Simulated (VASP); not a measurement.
Here is a VASP 6.6.1 calculation.

The input INCAR:

```
SYSTEM = Al
  PREC = Accurate
  ENCUT = 520
  EDIFF = 1E-6
  ISMEAR = 0
  SIGMA = 0.1
  LREAL = .FALSE.
  LASPH = .TRUE.
  NELM = 60
  ALGO = Fast
  ISIF = 2
  LWAVE = .FALSE.
  LCHARG = .FALSE.
  GGA = PE
  NBANDS = 10
  ISYM = 0
```

KPOINTS

```
Automatic mesh
0
G
  9 9 16
  0 0 0
```

Contents of POSCAR:

```
Al
1.0
    3.8679257586      0.0000000000      0.0106390743
    0.0000000000      3.8679403904      0.0000000000
   -1.9281036484      0.0000000000      2.1247565053
Al
2
Direct
    0.0000000000      0.0000000000      0.0000000000
    0.5000000000      0.5000000000      0.0000000000
```

Potentials or basis: VASP PAW PBE potentials, release 64 (Al).

The run is started by

```console
$ cat potpaw_PBE.64/Al/POTCAR > POTCAR
$ mpirun -np 1 vasp_std > vasp.out
```

(1) What does it give for the band gap on the k mesh?

(2) Estimate the pressure.

## Answers

(1) zero (band 3 reaches 14.88 eV, above the bottom of band 4 at 4.45 eV).

(2) 3.6 GPa.
